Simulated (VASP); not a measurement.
# Ta3Ag (P4/mmm) in VASP: a series of runs

Runs on Ta3Ag. Level: PBE. Tasks: single point, relaxation of cell and atoms.

All numbers are computed with VASP 6.6.1; they aren't measurements. Logs are shortened: lines on timing, memory, paths and dates and some standing lists are left out, and cuts for length are marked.

## (1) The cell of the first run

It takes space group P4/mmm (No. 123, tetragonal). The conventional cell has a = 4.426 Å, b = 4.426 Å, c = 3.652 Å, α = 90.00°, β = 90.00°, γ = 90.00°. Within 3.8 Å of Ta (site symmetry mmm) lie 10 Ta at 2.87 to 3.65 Å and 4 Ag at 2.87 Å. Ta (site symmetry 4/mmm) has 10 Ta at 2.87 to 3.65 Å and 4 Ag at 3.13 Å within 3.8 Å. Ag (site symmetry 4/mmm) has 12 Ta at 2.87 to 3.13 Å and 2 Ag at 3.65 Å within 3.8 Å.

## (2) Single point, PBE

INCAR

```
ALGO = Normal ; EDIFF = 1E-6
ENCUT = 520 ; GGA = PE
ISIF = 2 ; ISMEAR = 0
LASPH = True ; LCHARG = True
LELF = True ; LREAL = False
LVHAR = True ; LWAVE = False
NBANDS = 30 ; NELM = 80
PREC = Accurate ; SIGMA = 0.1
```

KPOINTS

```
k-points
0
Gamma
  4 4 4
```

POSCAR

```
Ta3Ag
1.0
    4.4258816026      0.0000000000      0.0000000000
    0.0000000000      4.4258816026      0.0000000000
    0.0000000000      0.0000000000      3.6520287124
Ta Ag
3 1
Direct
    0.0000000000      0.5000000000      0.5000000000
    0.5000000000      0.0000000000      0.5000000000
    0.5000000000      0.5000000000      0.0000000000
    0.0000000000      0.0000000000      0.0000000000
```

Potentials or basis: VASP PAW PBE potentials, release 64 (Ta_pv, Ag).

On the command line:

```bash
$ cat potpaw_PBE.64/Ta_pv/POTCAR potpaw_PBE.64/Ag/POTCAR > POTCAR
$ mpirun -np 1 vasp_std > vasp.out
```

OUTCAR:

```text
EDIFF = 1E-6
   ENCUT = 520
   GGA = PE
   ISIF = 2
   ISMEAR = 0
   LASPH = True
   LREAL = False
   NELM = 80
   PREC = Accurate

 ion  position               nearest neighbor table
   1  0.000  0.500  0.500-   3 2.87   4 2.87   3 2.87   4 2.87   4 2.87   4 2.87   3 2.87   3 2.87
                             2 3.13   2 3.13   2 3.13   2 3.13
   2  0.500  0.000  0.500-   3 2.87   4 2.87   3 2.87   4 2.87   3 2.87   3 2.87   4 2.87   4 2.87
                             1 3.13   1 3.13   1 3.13   1 3.13
   3  0.500  0.500  0.000-   1 2.87   2 2.87   1 2.87   2 2.87   2 2.87   2 2.87   1 2.87   1 2.87
                             4 3.13   4 3.13   4 3.13   4 3.13
   4  0.000  0.000  0.000-   1 2.87   2 2.87   1 2.87   2 2.87   1 2.87   1 2.87   2 2.87   2 2.87
                             3 3.13   3 3.13   3 3.13   3 3.13

  LATTYP: Found a simple tetragonal cell.
 ALAT       =     4.4258816026
 C/A-ratio  =     0.8251528261

  Lattice vectors:

 A1 = (   4.4258816026,   0.0000000000,   0.0000000000)
 A2 = (   0.0000000000,   4.4258816026,   0.0000000000)
 A3 = (   0.0000000000,   0.0000000000,   3.6520287124)

Analysis of symmetry for initial positions (statically):
=====================================================================
 Subroutine PRICEL returns:
 Original cell was already a primitive cell.

 Routine SETGRP: Setting up the symmetry group for a
 simple tetragonal supercell.

 Subroutine GETGRP returns: Found 16 space group operations
 (whereof 16 operations were pure point group operations)
 out of a pool of 16 trial point group operations.

The static configuration has the point symmetry D_4h.

Analysis of symmetry for dynamics (positions and initial velocities):
=====================================================================
 Subroutine PRICEL returns:
 Original cell was already a primitive cell.

 Routine SETGRP: Setting up the symmetry group for a
 simple tetragonal supercell.

 Subroutine GETGRP returns: Found 16 space group operations
 (whereof 16 operations were pure point group operations)
 out of a pool of 16 trial point group operations.

The dynamic configuration has the point symmetry D_4h.

 Subroutine INISYM returns: Found 16 space group operations
 (whereof 16 operations are pure point group operations),
 and found     1 'primitive' translations

----------------------------------------------------------------------------------------

                                     Primitive cell

  volume of cell :      71.5375

  direct lattice vectors                    reciprocal lattice vectors
     4.425881603  0.000000000  0.000000000     0.225943685  0.000000000  0.000000000
     0.000000000  4.425881603  0.000000000     0.000000000  0.225943685  0.000000000
     0.000000000  0.000000000  3.652028712     0.000000000  0.000000000  0.273820410

  length of vectors
     4.425881603  4.425881603  3.652028712     0.225943685  0.225943685  0.273820410

  position of ions in fractional coordinates (direct lattice)
     0.000000000  0.500000000  0.500000000
     0.500000000  0.000000000  0.500000000
     0.500000000  0.500000000  0.000000000
     0.000000000  0.000000000  0.000000000

  ion indices of the primitive-cell ions
   primitive index   ion index
                 1           1
                 2           2
                 3           3
                 4           4

----------------------------------------------------------------------------------------

 KPOINTS: k-points

Automatic generation of k-mesh.
 Grid dimensions read from file:
 generate k-points for:    4    4    4

 Generating k-lattice:

  Cartesian coordinates                     Fractional coordinates (reciprocal lattice)
     0.056485921  0.000000000  0.000000000     0.250000000  0.000000000  0.000000000
     0.000000000  0.056485921  0.000000000     0.000000000  0.250000000  0.000000000
     0.000000000  0.000000000  0.068455103     0.000000000  0.000000000  0.250000000

  Length of vectors
     0.056485921  0.056485921  0.068455103

  Shift w.r.t. Gamma in fractional coordinates (k-lattice)
     0.000000000  0.000000000  0.000000000

 Subroutine IBZKPT returns following result:
 ===========================================

 Found     18 irreducible k-points:

 Following reciprocal coordinates:
            Coordinates               Weight
  0.000000  0.000000  0.000000      1.000000
  0.250000  0.000000  0.000000      4.000000
  0.500000  0.000000  0.000000      2.000000
  0.250000  0.250000  0.000000      4.000000
  0.500000  0.250000  0.000000      4.000000
  0.500000  0.500000  0.000000      1.000000
[... 10 lines left out ...]
  0.500000  0.250000  0.500000      4.000000
  0.500000  0.500000  0.500000      1.000000
   k-points           NKPTS =     18   k-points in BZ     NKDIM =     18   number of bands    NBANDS=     30
   number of dos      NEDOS =    301   number of ions     NIONS =      4
   total plane-waves  NPLWV =  36288
[... 51 lines left out ...]
 NGX is ok and might be reduce to    36
   NGX = 17   NGY = 17   NGZ = 13

 number of electron      44.0000017 magnetization

 Free energy of the ion-electron system (eV)
  ---------------------------------------------------
  ext. energy  EPLUGINS =         0.00000000
  ---------------------------------------------------
  free energy    TOTEN  =       -37.20839145 eV

  energy without entropy =      -37.19637970  energy(sigma->0) =      -37.20238557

 E-fermi :   6.4486     XC(G=0): -12.5196

 val. band max:        6.4470732057   @ k =   0.5000   0.5000   0.2500
 cond. band min:       6.4666696180   @ k =   0.5000   0.2500   0.5000
 fundamental gap:      0.0195964123
 Fermi energy:         6.4486298424

 k-point     1 :       0.0000    0.0000    0.0000
  band No.  band energies     occupation
      1     -28.0210      2.00000
      2     -28.0210      2.00000
      3     -27.9101      2.00000
      4     -27.6506      2.00000
      5     -27.6506      2.00000
      6     -27.6342      2.00000
[... 22 lines left out ...]
     29      11.5198      0.00000
     30      11.8639      0.00000

 k-point     2 :       0.2500    0.0000    0.0000
  band No.  band energies     occupation
      1     -27.9767      2.00000
      2     -27.9239      2.00000
      3     -27.8626      2.00000
      4     -27.6973      2.00000
      5     -27.6491      2.00000
      6     -27.6467      2.00000
[... 22 lines left out ...]
     29      10.8606      0.00000
     30      11.1205      0.00000

 k-point     3 :       0.5000    0.0000    0.0000
  band No.  band energies     occupation
      1     -27.9069      2.00000
      2     -27.7994      2.00000
      3     -27.7966      2.00000
      4     -27.7693      2.00000
      5     -27.6712      2.00000
      6     -27.6226      2.00000
[... 22 lines left out ...]
     29       9.8389      0.00000
     30      10.9392      0.00000

 k-point     4 :       0.2500    0.2500    0.0000
  band No.  band energies     occupation
      1     -27.9637      2.00000
      2     -27.8130      2.00000
      3     -27.8094      2.00000
      4     -27.7741      2.00000
      5     -27.6536      2.00000
      6     -27.6048      2.00000
[... 22 lines left out ...]
     29      10.2514      0.00000
     30      10.6647      0.00000

 k-point     5 :       0.5000    0.2500    0.0000
  band No.  band energies     occupation
      1     -27.9125      2.00000
      2     -27.8567      2.00000
      3     -27.7446      2.00000
      4     -27.6720      2.00000
      5     -27.6481      2.00000
      6     -27.5762      2.00000
[... 22 lines left out ...]
     29       9.6375      0.00000
     30      10.4366      0.00000
[... 328 lines left out ...]
     29      10.1180      0.00000
     30      10.1384      0.00000

 k-point    16 :       0.2500    0.2500    0.5000
  band No.  band energies     occupation
      1     -28.0059      2.00000
      2     -27.9041      2.00000
      3     -27.8744      2.00000
      4     -27.8356      2.00000
      5     -27.7069      2.00000
      6     -27.4842      2.00000
[... 22 lines left out ...]
     29       9.9578      0.00000
     30      10.3418      0.00000

 k-point    17 :       0.5000    0.2500    0.5000
  band No.  band energies     occupation
      1     -28.0850      2.00000
      2     -27.9892      2.00000
      3     -27.8982      2.00000
      4     -27.8873      2.00000
      5     -27.6369      2.00000
      6     -27.4838      2.00000
[... 22 lines left out ...]
     29      10.1096      0.00000
     30      10.5018      0.00000

 k-point    18 :       0.5000    0.5000    0.5000
  band No.  band energies     occupation
      1     -28.1919      2.00000
      2     -27.9870      2.00000
      3     -27.9870      2.00000
      4     -27.9514      2.00000
      5     -27.5819      2.00000
      6     -27.4197      2.00000
[... 22 lines left out ...]
     29       9.8438      0.00000
     30      10.5306      0.00000

------------------------ aborting loop because EDIFF is reached ----------------------------------------

  FORCE on cell =-STRESS in cart. coord.  units (eV):
  Direction    XX          YY          ZZ          XY          YZ          ZX
  --------------------------------------------------------------------------------------
  -------------------------------------------------------------------------------------
  Total       -0.0649558     -0.0649558      0.0700829      0.0000000      0.0000000      0.0000000
  in kB       -1.4547706     -1.4547706      1.5695993      0.0000000      0.0000000      0.0000000
  external PRESSURE =      -0.4466473 kB  Pullay stress =       0.0000000 kB

 VOLUME and BASIS-vectors are now :
 -----------------------------------------------------------------------------
  energy-cutoff  :      520.00
  volume of cell :       71.54
      direct lattice vectors                 reciprocal lattice vectors
     4.425881603  0.000000000  0.000000000     0.225943685  0.000000000  0.000000000
     0.000000000  4.425881603  0.000000000     0.000000000  0.225943685  0.000000000
     0.000000000  0.000000000  3.652028712     0.000000000  0.000000000  0.273820410

 POSITION                                       TOTAL-FORCE (eV/Angst)
 -----------------------------------------------------------------------------------
      0.00000      2.21294      1.82601         0.000000      0.000000      0.000000
      2.21294      0.00000      1.82601         0.000000      0.000000      0.000000
      2.21294      2.21294      0.00000         0.000000      0.000000      0.000000
      0.00000      0.00000      0.00000         0.000000      0.000000      0.000000
 -----------------------------------------------------------------------------------
    total drift:                                0.000000      0.000000      0.000000

  FREE ENERGIE OF THE ION-ELECTRON SYSTEM (eV)
  ---------------------------------------------------
  free  energy   TOTEN  =       -37.2083914485 eV

  energy  without entropy=      -37.1963796968  energy(sigma->0) =      -37.20238557
```

Wall time 32 s (1 thread of Intel Xeon Platinum 8259CL at 2.50GHz (Skylake/Cascade Lake), shared host); peak memory 0.19 GiB.

What came out:

```yaml
Free_energy: -37.2084 eV
Pressure: 0.0 GPa
Band_gap_on_the_k_mesh: zero (band 22 reaches 7.91 eV, above the bottom of band 23 at 6.11 eV)
```

Stress tensor (GPa, compression positive):
```
-0.15  0.00  0.00
 0.00 -0.15  0.00
 0.00  0.00  0.16
```

Caveat: the k points lie up to 0.43 Å⁻¹ apart; spin-orbit coupling is left out, which moves the levels of the heavy elements.

## (3) Single point, PBE

INCAR

```
SYSTEM = Ta3Ag
PREC     = Accurate       ! precision mode
ENCUT    = 500            ! plane-wave cutoff, eV
EDIFF    = 1E-6           ! SCF threshold, eV
ISMEAR   = 0              ! smearing method
SIGMA    = 0.1            ! smearing width, eV
LREAL    = .False.        ! projectors in reciprocal space
LASPH    = .True.         ! aspherical terms in the spheres
NELM     = 120            ! most SCF steps
ALGO     = Normal         ! electronic algorithm
ISIF     = 2              ! what is computed and relaxed
LWAVE    = .False.        ! write WAVECAR
LCHARG   = .True.         ! write CHGCAR
GGA      = PE             ! functional
LELF     = .True.         ! ELF
LVHAR    = .True.       
NBANDS   = 30             ! bands
GGA_COMPAT= .False.
```

KPOINTS

```
regular mesh
0
Gamma
  4 4 6
  0 0 0
```

POSCAR

```
Ta3Ag
1.0
    4.4250485680      0.0000000000      0.0000000000
    0.0000000000      4.4250485680      0.0000000000
    0.0000000000      0.0000000000      3.6597595469
Ta Ag
3 1
Direct
    0.0000000000      0.5000000000      0.5000000000
    0.5000000000      0.0000000000      0.5000000000
    0.5000000000      0.5000000000      0.0000000000
    0.0000000000      0.0000000000      0.0000000000
```

Potentials or basis: VASP PAW PBE potentials, release 64 (Ta_pv, Ag).

On the command line:

```bash
$ cat potpaw_PBE.64/Ta_pv/POTCAR potpaw_PBE.64/Ag/POTCAR > POTCAR
$ mpirun -np 1 vasp_std > vasp.out
```

Run time: 37 s. Hardware: 1 thread of Intel Xeon Platinum 8259CL at 2.50GHz (Skylake/Cascade Lake), shared host; peak memory 0.19 GiB.

The run converged. Its results:

| Quantity | Value |
| --- | --- |
| Free energy | -37.1418 eV |
| Pressure | 0.0 GPa |
| Band gap on the k mesh | zero (band 22 reaches 7.89 eV, above the bottom of band 23 at 6.25 eV) |

Stress tensor (GPa, compression positive):
```
-0.07  0.00  0.00
 0.00 -0.07  0.00
 0.00  0.00  0.09
```

Levels at points of the mesh, in eV from the Fermi level:
| k point | band 20 | band 21 | band 22 | band 23 | band 24 | band 25 |
| --- | --- | --- | --- | --- | --- | --- |
| (0.00, 0.00, 0.00) | -1.45 | -0.69 | 1.45 | 1.45 | 3.10 | 3.10 |
| (0.50, 0.00, 0.00) | -0.39 | 0.04 | 0.25 | 0.38 | 0.91 | 1.16 |
| (0.50, 0.50, 0.00) | -1.05 | -0.64 | -0.06 | 1.23 | 1.23 | 1.37 |
| (0.00, 0.00, 0.50) | -1.58 | 0.17 | 0.17 | 0.44 | 1.59 | 1.59 |
| (0.50, 0.00, 0.50) | -1.46 | -1.28 | -0.89 | 0.57 | 0.81 | 2.15 |
| (0.50, 0.50, 0.50) | 0.02 | 0.41 | 0.41 | 1.00 | 1.00 | 1.16 |

Caveat: spin-orbit coupling is left out, which moves the levels of the heavy elements.

## (4) Relaxation of cell and atoms, PBE

INCAR

```
SYSTEM = Ta3Ag
PREC = Accurate ; ENCUT = 500
EDIFF = 1E-7 ; ISMEAR = 0
SIGMA = 0.1 ; LREAL = .False.
LASPH = .True. ; NELM = 120
ALGO = Normal ; ISIF = 3
LWAVE = .False. ; LCHARG = .False.
GGA = PE ; IBRION = 2
NSW = 90 ; EDIFFG = -0.04
GGA_COMPAT = .False. ; NELMIN = 4
```

KPOINTS

```
Automatic mesh
0
Gamma
  4 4 6
  0 0 0
```

POSCAR

```
Ta3Ag
1.0
    4.4258816026      0.0000000000      0.0000000000
    0.0000000000      4.4258816026      0.0000000000
    0.0000000000      0.0000000000      3.6520287124
Ta Ag
3 1
Direct
    0.0000000000      0.5000000000      0.5000000000
    0.5000000000      0.0000000000      0.5000000000
    0.5000000000      0.5000000000      0.0000000000
    0.0000000000      0.0000000000      0.0000000000
```

On the command line:

```bash
$ cat potpaw_PBE.64/Ta_pv/POTCAR potpaw_PBE.64/Ag/POTCAR > POTCAR
$ mpirun -np 1 vasp_std > vasp.out
```

It took 80 s on 1 thread of Intel Xeon Platinum 8259CL at 2.50GHz (Skylake/Cascade Lake), shared host; peak memory 0.2 GiB.

The run converged. Its results:

```
Free energy                            : -37.1416 eV
Relaxed volume                         : 17.92 Å³/atom
Relaxed cell                           : a = 4.428 Å, b = 4.428 Å, c = 3.655 Å, α = 90.00°, β = 90.00°, γ = 90.00°
Space group after relaxing (to 0.05 Å) : P4/mmm (No. 123)
Energy gained by relaxing              : 0.0 meV/atom
Ionic steps                            : 3
Pressure after relaxing                : 0.0 GPa
Band gap on the k mesh                 : zero (band 22 reaches 7.88 eV, above the bottom of band 23 at 6.25 eV)
```

Stress tensor (GPa, compression positive):
```
-0.10  0.00  0.00
 0.00 -0.10  0.00
 0.00  0.00  0.11
```

The path:
| step | energy change (eV) | largest force (eV/Å) | pressure (GPa) | volume (Å³) |
| --- | --- | --- | --- | --- |
| 1 | 0.0000 | 0.0000 | 0.29 | 71.54 |
| 2 | 0.0002 | 0.0000 | -0.53 | 71.87 |
| 3 | -0.0001 | 0.0000 | -0.03 | 71.67 |

Final structure:
```yaml
crystal:
  lattice:
    - [4.42786, 0.00000, 0.00000]
    - [0.00000, 4.42786, 0.00000]
    - [0.00000, 0.00000, 3.65531]
  atoms:
    - { symbol: Ta, position: [0.00000, 0.50000, 0.50000] }
    - { symbol: Ta, position: [0.50000, 0.00000, 0.50000] }
    - { symbol: Ta, position: [0.50000, 0.50000, 0.00000] }
    - { symbol: Ag, position: [0.00000, 0.00000, 0.00000] }
```

Levels at points of the mesh, in eV from the Fermi level:
| k point | band 20 | band 21 | band 22 | band 23 | band 24 | band 25 |
| --- | --- | --- | --- | --- | --- | --- |
| (0.00, 0.00, 0.00) | -1.45 | -0.69 | 1.44 | 1.44 | 3.10 | 3.10 |
| (0.50, 0.00, 0.00) | -0.38 | 0.03 | 0.24 | 0.38 | 0.90 | 1.17 |
| (0.50, 0.50, 0.00) | -1.05 | -0.63 | -0.05 | 1.22 | 1.22 | 1.38 |
| (0.00, 0.00, 0.50) | -1.58 | 0.16 | 0.16 | 0.44 | 1.58 | 1.58 |
| (0.50, 0.00, 0.50) | -1.46 | -1.28 | -0.89 | 0.57 | 0.80 | 2.15 |
| (0.50, 0.50, 0.50) | 0.01 | 0.41 | 0.41 | 1.01 | 1.01 | 1.16 |

Caveat: spin-orbit coupling is left out, which moves the levels of the heavy elements.

## (5) Summary

```csv
task,cell,k mesh,cutoff (eV),gap on the mesh (eV),pressure (GPa)
single point,"a = 4.426, b = 4.426, c = 3.652 Å, 4 atoms",4 × 4 × 4,520,none,0.0
single point,"a = 4.425, b = 4.425, c = 3.660 Å, 4 atoms",4 × 4 × 6,500,none,0.0
relaxation of cell and atoms,"relaxed from a = 4.426, b = 4.426, c = 3.652 Å, 4 atoms",4 × 4 × 6,500,none,0.0
```

Alike in all rows: level PBE; potentials or basis VASP PAW PBE potentials, release 64 (Ta_pv, Ag); no spin polarisation; smearing gaussian 0.1 eV.

Caveats: some runs use coarse meshes; spin-orbit coupling is left out, which moves the levels of the heavy elements.

Total energies depend on the potentials used, so only differences within one code and one set of settings carry meaning.
